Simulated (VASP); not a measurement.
# Pt in VASP: notebook

The runs below take Pt through single point, with LDA.

Program: VASP 6.6.1. These are calculated values, not measurements. Logs are shortened: lines on timing, memory, paths and dates and some standing lists are left out, and cuts for length are marked.

### 1 The cell of the first run

The structure is cubic, space group Fm-3m (No. 225). The conventional cell has a = 3.932 Å, b = 3.932 Å, c = 3.932 Å, α = 90.00°, β = 90.00°, γ = 90.00°. Within 3.7 Å of Pt (site symmetry m-3m) lie 12 Pt at 2.78 Å.

### 2 Single point, LDA

Input file INCAR:

```
SYSTEM = Pt
PREC = Accurate
ENCUT = 520
EDIFF = 1E-6
ISMEAR = 0
SIGMA = 0.15
LREAL = .False.
LASPH = .True.
NELM = 60
ALGO = Fast
ISIF = 2
LWAVE = .False.
LCHARG = .False.
GGA = CA
NBANDS = 11
```

Input file KPOINTS:

```
regular mesh
0
Gamma
  20 20 20
  0 0 0
```

Input file POSCAR:

```
Pt
1.0
    0.0000000000      1.9662349613      1.9662349613
    1.9662349613      0.0000000000      1.9662349613
    1.9662349613      1.9662349613      0.0000000000
Pt
1
Direct
    0.0000000000      0.0000000000      0.0000000000
```

Potentials or basis: VASP PAW LDA potentials, release 64 (Pt).

The run is started by

```sh
cat potpaw_LDA.64/Pt/POTCAR > POTCAR
mpirun -np 1 vasp_std > vasp.out
```

OUTCAR:

```text
SYSTEM = Pt
   PREC = Accurate
   ENCUT = 520
   EDIFF = 1E-6
   ISMEAR = 0
   LREAL = .False.
   LASPH = .True.
   NELM = 60
   ISIF = 2
   GGA = CA

 ion  position               nearest neighbor table
   1  0.000  0.000  0.000-

  LATTYP: Found a face centered cubic cell.
 ALAT       =     3.9324699226

  Lattice vectors:

 A1 = (   0.0000000000,   1.9662349613,   1.9662349613)
 A2 = (   1.9662349613,   0.0000000000,   1.9662349613)
 A3 = (   1.9662349613,   1.9662349613,   0.0000000000)

Analysis of symmetry for initial positions (statically):
=====================================================================
 Subroutine PRICEL returns:
 Original cell was already a primitive cell.

 Routine SETGRP: Setting up the symmetry group for a
 face centered cubic supercell.

 Subroutine GETGRP returns: Found 48 space group operations
[... 9 lines left out ...]

 Routine SETGRP: Setting up the symmetry group for a
 face centered cubic supercell.

 Subroutine GETGRP returns: Found 48 space group operations
[... 11 lines left out ...]
                                     Primitive cell

  volume of cell :      15.2032

  direct lattice vectors                    reciprocal lattice vectors
     0.000000000  1.966234961  1.966234961    -0.254293108  0.254293108  0.254293108
     1.966234961  0.000000000  1.966234961     0.254293108 -0.254293108  0.254293108
     1.966234961  1.966234961  0.000000000     0.254293108  0.254293108 -0.254293108

  length of vectors
     2.780676149  2.780676149  2.780676149     0.440448584  0.440448584  0.440448584

  position of ions in fractional coordinates (direct lattice)
     0.000000000  0.000000000  0.000000000

  ion indices of the primitive-cell ions
   primitive index   ion index
                 1           1

----------------------------------------------------------------------------------------

 KPOINTS: regular mesh

Automatic generation of k-mesh.
 Grid dimensions read from file:
 generate k-points for:   20   20   20

 Generating k-lattice:

  Cartesian coordinates                     Fractional coordinates (reciprocal lattice)
    -0.012714655  0.012714655  0.012714655     0.050000000  0.000000000  0.000000000
     0.012714655 -0.012714655  0.012714655     0.000000000  0.050000000  0.000000000
     0.012714655  0.012714655 -0.012714655     0.000000000  0.000000000  0.050000000

  Length of vectors
     0.022022429  0.022022429  0.022022429

  Shift w.r.t. Gamma in fractional coordinates (k-lattice)
     0.000000000  0.000000000  0.000000000

 Subroutine IBZKPT returns following result:
 ===========================================

 Found    256 irreducible k-points:

 Following reciprocal coordinates:
            Coordinates               Weight
  0.000000  0.000000  0.000000      1.000000
  0.050000  0.000000  0.000000      8.000000
  0.100000  0.000000  0.000000      8.000000
  0.150000  0.000000  0.000000      8.000000
  0.200000  0.000000  0.000000      8.000000
  0.250000  0.000000  0.000000      8.000000
[... 16 lines left out ...]
 -0.400000  0.050000  0.000000     24.000000
 -0.350000  0.050000  0.000000     24.000000
 [... further k-points ...]
   k-points           NKPTS =    256   k-points in BZ     NKDIM =    256   number of bands    NBANDS=     11
   number of dos      NEDOS =    301   number of ions     NIONS =      1
   total plane-waves  NPLWV =  13824
   dimension x,y,z NGX =    24 NGY =   24 NGZ =   24
   dimension x,y,z NGXF=    48 NGYF=   48 NGZF=   48
   ions per type =               1
   NGX,Y,Z   is equivalent  to a cutoff of  14.35, 14.35, 14.35 a.u.
   NGXF,Y,Z  is equivalent  to a cutoff of  28.70, 28.70, 28.70 a.u.
 SYSTEM =  Pt
   PREC   = accura    normal or accurate (medium, high low for compatibility)
   ISTART =      0    job   : 0-new  1-cont  2-samecut
   ICHARG =      2    charge: 1-file 2-atom 10-const
   ISPIN  =      1    spin polarized calculation?
   LNONCOLLINEAR =      F non collinear calculations
   LSORBIT =      F    spin-orbit coupling
   LASPH  =      T    aspherical Exc in radial PAW
   ENCUT  =  520.0 eV  38.22 Ry    6.18 a.u.   5.17  5.17  5.17*2*pi/ulx,y,z
   NELM   =     60;   NELMIN=  2; NELMDL= -5     # of ELM steps
   EDIFF  = 0.1E-05   stopping-criterion for ELM
   LREAL  =      F    real-space projection
   EDIFFG = 0.1E-04   stopping-criterion for IOM
   NSW    =      0    number of steps for IOM
   IBRION =     -1    ionic relax: 0-MD 1-quasi-New 2-CG
   NFREE  =      0    steps in history (QN), initial steepest desc. (CG)
   ISIF   =      2    stress and relaxation
   ISYM   =      2    0-nonsym 1-usesym 2-fastsym
   POTIM  = 0.5000    time-step for ionic-motion
   TEBEG  =    0.0;   TEEND  =   0.0 temperature during run
   PSTRESS=    0.0 pullay stress
   NELECT =      10.0000    total number of electrons
   NUPDOWN=      -1.0000    fix difference up-down
   EMIN   =  10.00;   EMAX   =-10.00  energy-range for DOS
   EFERMI =   0.00;   METHOD = LEGACY
   ISMEAR =     0;   SIGMA  =   0.15  broadening in eV -4-tet -1-fermi 0-gaus
   EFERMI_NEDOS =   21; number of points for ismear=-14 and -15
   IALGO  =     68    algorithm
   IMIX   =      4    mixing-type and parameters
     AMIX     =   0.40;   BMIX     =  1.00
     AMIX_MAG =   1.60;   BMIX_MAG =  1.00
  volume/ion in A,a.u.               =      15.20       102.60
  Fermi-wavevector in a.u.,A,eV,Ry     =   1.423736  2.690471 27.579332  2.027024
  Thomas-Fermi vector in A             =   2.544302
   LORBIT       =      0    0 simple, 1 ext, 2 COOP (PROOUT), +10 PAW based schemes
   GGA     = CA    functional components
   LHFCALC =     F    Hartree Fock is set to
   AEXX    =    0.0000 exact exchange contribution
   IVDW    =     0    specifies the selected vdW correction
   LEPSILON=     F    determine dielectric tensor
   LRPA    =     F    only Hartree local field effects (RPA)
 non-spin polarized calculation
 RMM-DIIS sequential band-by-band and
 Gauss-broadening in eV      SIGMA  =   0.15
  energy-cutoff  :      520.00
  volume of cell :       15.20
 maximum number of plane-waves:       424
 NGX is ok and might be reduce to    24
   NGX = 11   NGY = 11   NGZ = 11

 number of electron      10.0000000 magnetization

 Free energy of the ion-electron system (eV)
  ---------------------------------------------------
  ext. energy  EPLUGINS =         0.00000000
  ---------------------------------------------------
  free energy    TOTEN  =        -7.50653171 eV

  energy without entropy =       -7.48658840  energy(sigma->0) =       -7.49656005

 E-fermi :  10.9883     XC(G=0): -13.6404

 val. band max:       10.9800109904   @ k =  -0.4500   0.1000   0.0500
 cond. band min:      10.9886325422   @ k =  -0.4000   0.3500   0.1000
 fundamental gap:      0.0086215518
 Fermi energy:        10.9883465206

 k-point     1 :       0.0000    0.0000    0.0000
  band No.  band energies     occupation
      1       0.8263      2.00000
      2       7.2138      2.00000
      3       7.2138      2.00000
      4       7.2138      2.00000
      5       9.3782      2.00000
      6       9.3782      2.00000
      7      25.6278      0.00000
      8      30.5025      0.00000
      9      30.5025      0.00000
     10      30.5025      0.00000
     11      35.9252      0.00000

 k-point     2 :       0.0500    0.0000    0.0000
  band No.  band energies     occupation
      1       0.9266      2.00000
      2       7.1687      2.00000
      3       7.2541      2.00000
      4       7.2541      2.00000
      5       9.3552      2.00000
      6       9.3552      2.00000
      7      25.7850      0.00000
      8      29.9591      0.00000
      9      30.6567      0.00000
     10      30.6567      0.00000
     11      36.5280      0.00000

 k-point     3 :       0.1000    0.0000    0.0000
  band No.  band energies     occupation
      1       1.2203      2.00000
      2       7.0493      2.00000
      3       7.3630      2.00000
      4       7.3630      2.00000
      5       9.3018      2.00000
      6       9.3018      2.00000
      7      26.2221      0.00000
      8      28.7618      0.00000
      9      31.1079      0.00000
     10      31.1079      0.00000
     11      37.4494      0.00000

 k-point     4 :       0.1500    0.0000    0.0000
  band No.  band energies     occupation
      1       1.6830      2.00000
      2       6.9016      2.00000
      3       7.5001      2.00000
      4       7.5001      2.00000
      5       9.2671      2.00000
      6       9.2671      2.00000
      7      26.8149      0.00000
      8      27.3594      0.00000
      9      31.8196      0.00000
     10      31.8196      0.00000
     11      36.3256      0.00000

 k-point     5 :       0.2000    0.0000    0.0000
  band No.  band energies     occupation
      1       2.2624      2.00000
      2       6.8035      2.00000
      3       7.5953      2.00000
      4       7.5953      2.00000
      5       9.3293      2.00000
      6       9.3293      2.00000
      7      25.8455      0.00000
      8      27.3260      0.00000
      9      32.7126      0.00000
     10      32.7126      0.00000
     11      34.8753      0.00000
[... 211 lines left out ...]
 k-point    21 :       0.5000    0.0500    0.0000
  band No.  band energies     occupation
      1       3.7864      2.00000
      2       7.0989      2.00000
      3       7.2354      2.00000
      4       9.7954      2.00000
      5      11.0317      0.68260
      6      11.7370      0.00000
      7      16.7917      0.00000
      8      25.3480      0.00000
      9      29.6455      0.00000
     10      29.6885      0.00000
     11      39.1312      0.00000

 k-point    22 :      -0.4500    0.0500    0.0000
  band No.  band energies     occupation
      1       3.7875      2.00000
      2       7.1172      2.00000
      3       7.2351      2.00000
      4       9.7253      2.00000
      5      10.9063      1.56099
      6      11.6953      0.00000
      7      17.0161      0.00000
      8      25.3840      0.00000
      9      29.4820      0.00000
     10      30.0126      0.00000
     11      38.8455      0.00000

 k-point    23 :      -0.4000    0.0500    0.0000
  band No.  band energies     occupation
      1       3.7822      2.00000
      2       7.1885      2.00000
      3       7.2879      2.00000
      4       9.0712      2.00000
      5      10.6136      1.99959
      6      11.2978      0.00353
      7      18.2901      0.00000
      8      25.6349      0.00000
      9      29.7551      0.00000
     10      30.7877      0.00000
     11      37.7241      0.00000

 k-point    24 :      -0.3500    0.0500    0.0000
  band No.  band energies     occupation
      1       3.7264      2.00000
      2       7.2989      2.00000
      3       7.3867      2.00000
      4       8.1510      2.00000
      5      10.2094      2.00000
      6      10.8598      1.77464
      7      20.0284      0.00000
      8      26.0925      0.00000
      9      30.3922      0.00000
     10      31.9630      0.00000
     11      36.2536      0.00000

 [... further k-points ...]
[... 5 lines left out ...]
  --------------------------------------------------------------------------------------
  -------------------------------------------------------------------------------------
  Total       -0.7252053     -0.7252053     -0.7252053      0.0000000      0.0000000      0.0000000
  in kB      -76.4249809    -76.4249809    -76.4249809      0.0000000      0.0000000      0.0000000
  external PRESSURE =     -76.4249809 kB  Pullay stress =       0.0000000 kB

 VOLUME and BASIS-vectors are now :
 -----------------------------------------------------------------------------
  energy-cutoff  :      520.00
  volume of cell :       15.20
      direct lattice vectors                 reciprocal lattice vectors
     0.000000000  1.966234961  1.966234961    -0.254293108  0.254293108  0.254293108
     1.966234961  0.000000000  1.966234961     0.254293108 -0.254293108  0.254293108
     1.966234961  1.966234961  0.000000000     0.254293108  0.254293108 -0.254293108

 POSITION                                       TOTAL-FORCE (eV/Angst)
 -----------------------------------------------------------------------------------
      0.00000      0.00000      0.00000         0.000000      0.000000      0.000000
 -----------------------------------------------------------------------------------
    total drift:                               -0.000000      0.000000     -0.000000

  FREE ENERGIE OF THE ION-ELECTRON SYSTEM (eV)
  ---------------------------------------------------
  free  energy   TOTEN  =        -7.5065317077 eV

  energy  without entropy=       -7.4865883994  energy(sigma->0) =       -7.49656005
```

It took 32 s on 1 thread of AMD EPYC 9R45 (Zen 5), shared host; peak memory 0.13 GiB.

What came out:

- Free energy: -7.5065 eV
- Pressure: -7.6 GPa
- Band gap on the k mesh: zero (band 5 reaches 11.47 eV, above the bottom of band 6 at 9.27 eV)

Caveat: spin-orbit coupling is left out, which moves the levels of the heavy elements.

(Continued in part 2 of 2.)
